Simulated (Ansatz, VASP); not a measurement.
Two plane-wave programs on ZnO

Contents of POSCAR:

```
ZnO
1.0
    3.2026696554      0.0000000000      0.0000000000
   -1.6013348277      2.7735932815      0.0000000000
    0.0000000000      0.0000000000      5.1582740427
Zn O
2 2
Direct
    0.3333333333      0.6666666667      0.4996551081
    0.6666666667      0.3333333333     -0.0003448919
    0.6666666667      0.3333333333      0.3793548919
    0.3333333333      0.6666666667      0.8793548919
```

Contents of INCAR.step1:

```
PREC = Accurate
ENCUT = 660
ISMEAR = 0
SIGMA = 0.01
LREAL = False
LASPH = True
NELM = 120
NBANDS = 26
GGA = PE
ALGO = Normal
EDIFF = 1E-5
LWAVE = True
LCHARG = False
GGA_COMPAT = False
```

File INCAR.step2:

```
PREC = Accurate
ENCUT = 660
EDIFF = 1E-6
ISMEAR = 0
SIGMA = 0.01
LREAL = False
LASPH = True
NELM = 120
ALGO = Normal
ISIF = 2
LWAVE = False
LCHARG = False
METAGGA = R2SCAN
LMIXTAU = True
NBANDS = 26
ISTART = 1
GGA_COMPAT = False
```

Contents of KPOINTS:

```
regular mesh
0
Gamma
  9 9 4
```

Input for Ansatz:

```yaml
crystal:
  lattice:
    - [3.2026696554, 0.0, 0.0]
    - [-1.6013348277, 2.7735932815, 0.0]
    - [0.0, 0.0, 5.1582740427]
  atoms:
    - { symbol: Zn, position: [0.3333333333, 0.6666666667, 0.4996551081] }
    - { symbol: Zn, position: [0.6666666667, 0.3333333333, -0.0003448919] }
    - { symbol: O, position: [0.6666666667, 0.3333333333, 0.3793548919] }
    - { symbol: O, position: [0.3333333333, 0.6666666667, 0.8793548919] }
kpoints:
  mp_grid: { grid: [9, 9, 4] }
hamiltonian:
  xc: r2scan
scf:
  occupations: { method: fixed }
  n_extra_bands: 5
output:
  forces: true
  stress: true
  eigenvalues: true
```

Alike in both runs: task single point; functional r2SCAN; k mesh 9 × 9 × 4; no spin polarisation.

```csv
,VASP,Ansatz
version,VASP 6.6.1,Ansatz 0.2.0
potentials or method,"VASP PAW PBE potentials, release 64 (Zn, O)","plane waves, PAW"
plane-wave cutoff (eV),660,500
occupations,"gaussian, width 0.01 eV",fixed
valence electrons in the cell,36,36
```

Ansatz gave:

```
gap on the k mesh at the Fermi level (eV) : 1.28
pressure (GPa)                            : 4.9
rms of the force components (eV/Å)        : 0.001
```

Problem. Estimate VASP's values.

Solution. gap on the k mesh at the Fermi level (eV): 1.28; pressure (GPa): 5.6; rms of the force components (eV/Å): 0.005.

VASP's potentials were made for PBE, not for r2SCAN. Atom by atom the forces differ by 0.004 eV/Å (rms over components).
